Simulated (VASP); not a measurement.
Write the native input for VASP 6.6.1 that does the following.

```yaml
Task: single point
Functional: PBE
Potentials_or_basis: VASP PAW PBE potentials, release 64 (Ba_sv, Te)
Cutoff: 520 eV
k_mesh: 6 × 6 × 6
Occupations: gaussian, width 0.05 eV
Spin: no spin polarisation
Dipole_correction: no
Further_INCAR_settings: ALGO = Normal; EDIFF = 1e-06; NBANDS = 15
```

The structure of BaTe lies in POSCAR:

```
BaTe
1.0
    4.1559043500      0.0000000000      0.0000000000
    0.0000000000      4.1559043500      0.0000000000
    0.0000000000      0.0000000000      4.0493427000
Ba Te
1 1
Direct
    0.0000000000      0.0000000000      0.0000000000
    0.5000000000      0.5000000000      0.5000000000
```

This cell differs from its parent crystal: strain -0.025 along x and y, -0.050 along z.

These files were run (other wordings do the same):

INCAR

```
SYSTEM = BaTe
PREC     = Accurate       ! precision mode
ENCUT    = 520            ! plane-wave cutoff, eV
EDIFF    = 1E-6           ! SCF threshold, eV
ISMEAR   = 0              ! smearing method
SIGMA    = 0.05           ! smearing width, eV
LREAL    = .False.        ! projectors in reciprocal space
LASPH    = .True.         ! aspherical terms in the spheres
NELM     = 100            ! most SCF steps
ALGO     = Normal         ! electronic algorithm
ISIF     = 2              ! what is computed and relaxed
LWAVE    = .False.        ! write WAVECAR
LCHARG   = .False.        ! write CHGCAR
GGA      = PE             ! functional
NBANDS   = 15             ! bands
```

KPOINTS

```
Automatic mesh
0
Gamma
  6 6 6
  0 0 0
```

Potentials or basis: VASP PAW PBE potentials, release 64 (Ba_sv, Te).

The run is started by

```sh
$ cat potpaw_PBE.64/Ba_sv/POTCAR potpaw_PBE.64/Te/POTCAR > POTCAR
$ mpirun -np 1 vasp_std > vasp.out
```

It gave:

```yaml
Pressure: 4.1 GPa
Band_gap_on_the_k_mesh: 0.35 eV, indirect (least direct gap 0.66 eV)
```

Caveat: the cell differs from its parent crystal (strain -0.025 along x and y, -0.050 along z); spin-orbit coupling is left out, which moves the levels of the heavy elements.

Wall time 13 s on 1 thread of Intel(R) Xeon(R) 6975P-C (Granite Rapids), with other jobs on the host, peak memory 0.2 GiB.
